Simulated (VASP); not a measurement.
The system is TiSi.

```
Ti Si
1.0
     0.00000    2.35440    2.35440
     2.35440    0.00000    2.35440
     2.35440    2.35440    0.00000
Ti Si
1 1
Cartesian
  0.0000 0.0000 0.0000
  2.3544 2.3544 2.3544
```

* Program: VASP 6.6.1
* Task: relaxation of cell and atoms
* Functional: PBEsol
* Potentials or basis: VASP PAW PBE potentials, release 64 (Ti_sv, Si)
* Cutoff: 600 eV
* k mesh: 8 × 8 × 8
* Occupations: gaussian, width 0.1 eV
* Spin: no spin polarisation

At the start: pressure 36.5 GPa; volume 13.05 Å³/atom.

Problem. Where does the relaxation end?

Solution. Over 4 steps the energy falls by 284.4 meV/atom and the volume is 16.00 Å³/atom (+22.6 %); space group Fm-3m (No. 225, to 0.1 Å) before and after.

Step by step:
| step | energy change (eV) | largest force (eV/Å) | pressure (GPa) | volume (Å³) |
| --- | --- | --- | --- | --- |
| 1 | 0.0000 | 0.0000 | 36.54 | 26.10 |
| 2 | -0.1352 | 0.0000 | -16.67 | 39.04 |
| 3 | -0.5685 | 0.0000 | -0.65 | 32.13 |
| 4 | -0.5689 | 0.0000 | -0.15 | 32.00 |

Final structure:
```
Ti Si
1.0
     0.00000    2.51975    2.51975
     2.51975    0.00000    2.51975
     2.51975    2.51975    0.00000
Ti Si
1 1
Direct
  0.00000 0.00000 0.00000
  0.50000 0.50000 0.50000
```

Caveat: the volume moved by over 15 % at a fixed basis, so the end points are rough; the PAW data sets were made with another functional, which shifts forces and pressure a little.
